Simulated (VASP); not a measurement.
# Li (Cmmm) in VASP: a series of runs, part 2 of 2

VASP 6.6.1. The steps go on from the part before.

## Step 3: Single point, PBE

This run uses another cell than the first one: it holds 2 atoms, not 4.

INCAR

```
SYSTEM = Li
PREC     = Accurate       ! precision mode
ENCUT    = 520            ! plane-wave cutoff, eV
EDIFF    = 1E-6           ! SCF threshold, eV
ISMEAR   = 0              ! smearing method
SIGMA    = 0.1            ! smearing width, eV
LREAL    = .FALSE.        ! projectors in reciprocal space
LASPH    = .TRUE.         ! aspherical terms in the spheres
NELM     = 100            ! most SCF steps
ALGO     = Fast           ! electronic algorithm
ISIF     = 2              ! what is computed and relaxed
LWAVE    = .FALSE.        ! write WAVECAR
LCHARG   = .FALSE.        ! write CHGCAR
GGA      = PE             ! functional
NBANDS   = 10             ! bands
```

KPOINTS

```
regular mesh
0
G
  12 20 18
  0 0 0
```

POSCAR

```
Li
1.0
    5.0779239194      0.0000000000      0.0000000000
    0.0000000000      2.7140736532      0.0000000000
    0.0000000000      0.0000000000      2.9403245042
Li
2
Direct
    0.7500000000      0.5000000000      0.2499991948
    0.2500000000      0.5000000000      0.7500008052
```

Potentials or basis: VASP PAW PBE potentials, release 64 (Li_sv).

Command:

```console
$ cat potpaw_PBE.64/Li_sv/POTCAR > POTCAR
$ mpirun -np 1 vasp_std > vasp.out
```

OUTCAR:

```text
SYSTEM = Li
   PREC = Accurate
   ENCUT = 520
   EDIFF = 1E-6
   ISMEAR = 0
   LREAL = .FALSE.
   LASPH = .TRUE.
   NELM = 100
   ISIF = 2
   GGA = PE

 ion  position               nearest neighbor table
   1  0.750  0.500  0.250-
   2  0.250  0.500  0.750-

  LATTYP: Found a simple orthorhombic cell.
 ALAT       =     2.7140736532
 B/A-ratio  =     1.0833620896
 C/A-ratio  =     1.8709602495

  Lattice vectors:

 A1 = (   0.0000000000,   2.7140736532,   0.0000000000)
 A2 = (   0.0000000000,   0.0000000000,   2.9403245042)
 A3 = (   5.0779239194,   0.0000000000,   0.0000000000)

Analysis of symmetry for initial positions (statically):
=====================================================================
 Subroutine PRICEL returns following result:

  LATTYP: Found a base centered orthorhombic cell.
 ALAT       =     2.9403245042
 B/A-ratio  =     1.7269943886
 C/A-ratio  =     0.9230524214

  Lattice vectors:

 A1 = (  -2.5389619597,   0.0000000000,   1.4701669872)
 A2 = (   2.5389619597,   0.0000000000,   1.4701575170)
 A3 = (   0.0000000000,   2.7140736532,   0.0000000000)

[... 184 lines left out ...]

 E-fermi :   0.5808     XC(G=0):  -7.0434

 val. band max:        0.5777150005   @ k =   0.1667   0.3500   0.3333
 cond. band min:       0.5836964081   @ k =   0.5000   0.2500   0.3333
 fundamental gap:      0.0059814075
 Fermi energy:         0.5807885353

 k-point     1 :       0.0000    0.0000    0.0000
  band No.  band energies     occupation
      1     -46.0526      2.00000
      2     -46.0327      2.00000
      3      -2.9145      2.00000
      4       0.4350      1.96078
      5       3.4048      0.00000
      6      10.1621      0.00000
      7      12.8461      0.00000
      8      13.9569      0.00000
      9      14.0998      0.00000
     10      14.1456      0.00000
[... 287 lines left out ...]
 k-point    24 :       0.1667    0.1500    0.0000
  band No.  band energies     occupation
      1     -46.0467      2.00000
      2     -46.0297      2.00000
      3      -2.4519      2.00000
      4       0.2884      1.99996
      5       4.4636      0.00000
      6       9.3167      0.00000
      7      10.7220      0.00000
      8      12.1850      0.00000
      9      13.6591      0.00000
     10      13.9006      0.00000

 [... further k-points ...]
[... 5 lines left out ...]
  --------------------------------------------------------------------------------------
  -------------------------------------------------------------------------------------
  Total       -0.0278946     -0.0346190     -0.0320843      0.0000000      0.0000000      0.0000000
  in kB       -1.1028793     -1.3687441     -1.2685273      0.0000000      0.0000000      0.0000000
  external PRESSURE =      -1.2467169 kB  Pullay stress =       0.0000000 kB

 VOLUME and BASIS-vectors are now :
 -----------------------------------------------------------------------------
  energy-cutoff  :      520.00
  volume of cell :       40.52
      direct lattice vectors                 reciprocal lattice vectors
     5.077923919  0.000000000  0.000000000     0.196930875  0.000000000  0.000000000
     0.000000000  2.714073653  0.000000000     0.000000000  0.368449839  0.000000000
     0.000000000  0.000000000  2.940324504     0.000000000  0.000000000  0.340098516

 POSITION                                       TOTAL-FORCE (eV/Angst)
 -----------------------------------------------------------------------------------
      3.80844      1.35704      0.73508         0.000000      0.000000      0.000000
      1.26948      1.35704      2.20525         0.000000      0.000000      0.000000
 -----------------------------------------------------------------------------------
    total drift:                                0.000000      0.001176      0.001107

  FREE ENERGIE OF THE ION-ELECTRON SYSTEM (eV)
  ---------------------------------------------------
  free  energy   TOTEN  =        -3.6816379036 eV

  energy  without entropy=       -3.6766403137  energy(sigma->0) =       -3.67913911
```

stdout:

```text
POSCAR found type information on POSCAR Li
 POSCAR found :  1 types and       2 ions
 scaLAPACK will be used
 LDA part: xc-table for (Slater+PW92), standard interpolation
 POSCAR, INCAR and KPOINTS ok, starting setup
 FFT: planning ... GRIDC
 FFT: planning ... GRID_SOFT
 FFT: planning ... GRID
 WAVECAR not read
 entering main loop
WARNING in EDDRMM: call to ZHEGV failed, returncode =   6  3      5
WARNING in EDDRMM: call to ZHEGV failed, returncode =   6  3      3
WARNING in EDDRMM: call to ZHEGV failed, returncode =   8  4     10
WARNING in EDDRMM: call to ZHEGV failed, returncode =   8  4      9
WARNING in EDDRMM: call to ZHEGV failed, returncode =   6  3      6
WARNING in EDDRMM: call to ZHEGV failed, returncode =   6  3     10
```

Wall time 3.1 min (1 thread of Intel Xeon 6975P-C, shared host); peak memory 0.33 GiB.

What came out:

```
Free energy            : -3.6816 eV
Band gap on the k mesh : zero (band 3 reaches 4.38 eV, above the bottom of band 4 at -1.85 eV)
```

Caveat: the cutoff is under 1.25 times the usual one of these potentials, so pressure, stress and relaxed cells hold a basis-set (Pulay) error.
